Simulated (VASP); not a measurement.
Here is a VASP 6.6.1 calculation.

Contents of INCAR:

```
ALGO = Normal
EDIFF = 1E-6
ENCUT = 520
GGA = PE
ISIF = 2
ISMEAR = 0
LASPH = T
LCHARG = F
LREAL = F
LWAVE = F
NBANDS = 31
NELM = 80
PREC = Accurate
SIGMA = 0.1
```

File KPOINTS:

```
k-points
0
Gamma
  10 10 10
```

The input POSCAR:

```
TiNi3C
1.0
    3.8158776975      0.0000000000      0.0000000000
    0.0000000000      3.8158776975      0.0000000000
    0.0000000000      0.0000000000      3.8158776975
Ti Ni C
1 3 1
Direct
    0.0000000000      0.0000000000      0.0000000000
    0.0000000000      0.5000000000      0.5000000000
    0.5000000000      0.0000000000      0.5000000000
    0.5000000000      0.5000000000      0.0000000000
    0.5000000000      0.5000000000      0.5000000000
```

Potentials or basis: VASP PAW PBE potentials, release 64 (Ti_sv, Ni, C).

Command:

```sh
$ cat potpaw_PBE.64/Ti_sv/POTCAR potpaw_PBE.64/Ni/POTCAR potpaw_PBE.64/C/POTCAR > POTCAR
$ mpirun -np 1 vasp_std > vasp.out
```

Q: What does it give for the pressure?

A: 0.1 GPa.

Q: Predict the band gap on the k mesh.

A: Zero (bands 23 and 24 overlap by 0.21 eV).

Spin polarisation is off, so any magnetic state and its effect on volume and gap are missing.
